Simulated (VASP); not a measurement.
Input of a VASP 6.6.1 run:

File INCAR:

```
ALGO     = Normal         # electronic algorithm
EDIFF    = 1E-6           # SCF threshold, eV
ENCUT    = 550            # plane-wave cutoff, eV
GGA      = PE             # functional
GGA_COMPAT= F            
ISIF     = 2              # what is computed and relaxed
ISMEAR   = 1              # smearing method
LASPH    = T              # aspherical terms in the spheres
LCHARG   = F              # write CHGCAR
LREAL    = F              # projectors in reciprocal space
LWAVE    = F              # write WAVECAR
NBANDS   = 37             # bands
NELM     = 120            # most SCF steps
PREC     = Accurate       # precision mode
SIGMA    = 0.1            # smearing width, eV
```

Contents of KPOINTS:

```
k-points
0
Gamma
  3 3 2
```

File POSCAR:

```
Hg
1.0
    4.5400020208      0.0000000000      0.0000000000
   -2.2700010104      3.9317570832      0.0000000000
    0.0000000000      0.0000000000      3.8700000000
Hg
3
Direct
    0.3333333333      0.6666666667      0.5000000000
    0.0000000000      0.0000000000      0.0000000000
    0.6666666667      0.3333333333      0.5000000000
```

Potentials or basis: VASP PAW PBE potentials, release 64 (Hg_sv_GW).

Run with:

```sh
$ cat potpaw_PBE.64/Hg_sv_GW/POTCAR > POTCAR
$ mpirun -np 1 vasp_std > vasp.out
```

**Question.** Estimate the band gap on the k mesh.

**Answer.** Zero (bands 30 and 31 overlap by 6.11 eV).

**Question.** What does it give for the pressure?

**Answer.** 9.4 GPa.

Stress tensor (GPa, compression positive):
```
14.54  0.00  0.00
 0.00 14.54  0.00
 0.00  0.00 -1.02
```

Caveat: the k points lie up to 0.81 Å⁻¹ apart, too coarse for converged energies and pressures of a metal; spin-orbit coupling is left out, which moves the levels of the heavy elements.
